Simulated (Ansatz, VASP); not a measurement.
CaO: VASP beside Ansatz

```
Ca O
1.0
     0.00000    2.60673    2.60673
     2.50064    0.00000    2.60673
     2.50064    2.60673    0.00000
Ca O
1 1
Direct
  0.00000 0.00000 0.00000
  0.25000 0.25000 0.25000
```

Change from the starting cell: uniaxial_x strain -4.1%.

Alike in both runs: task single point; functional r2SCAN; k mesh 8 × 8 × 8; no spin polarisation.

|  | VASP | Ansatz |
| --- | --- | --- |
| version | VASP 6.6.1 | Ansatz 0.2.0 |
| potentials or method | VASP PAW PBE potentials, release 64 (Ca_sv, O) | plane waves, PAW |
| plane-wave cutoff (eV) | 520 | 500 |
| occupations | gaussian, width 0.01 eV | fixed |
| valence electrons in the cell | 16 | 16 |

Ansatz gave:

* gap on the k mesh at the Fermi level (eV): 3.88
* pressure (GPa): 3.6
* traceless stress, the component that is largest in VASP (GPa): 0.12

Q: What did VASP give for the same quantities?

A: gap on the k mesh at the Fermi level (eV): 3.85; pressure (GPa): 4.7; traceless stress, the component that is largest in VASP (GPa): 0.06.

VASP's potentials were made for PBE, not for r2SCAN.
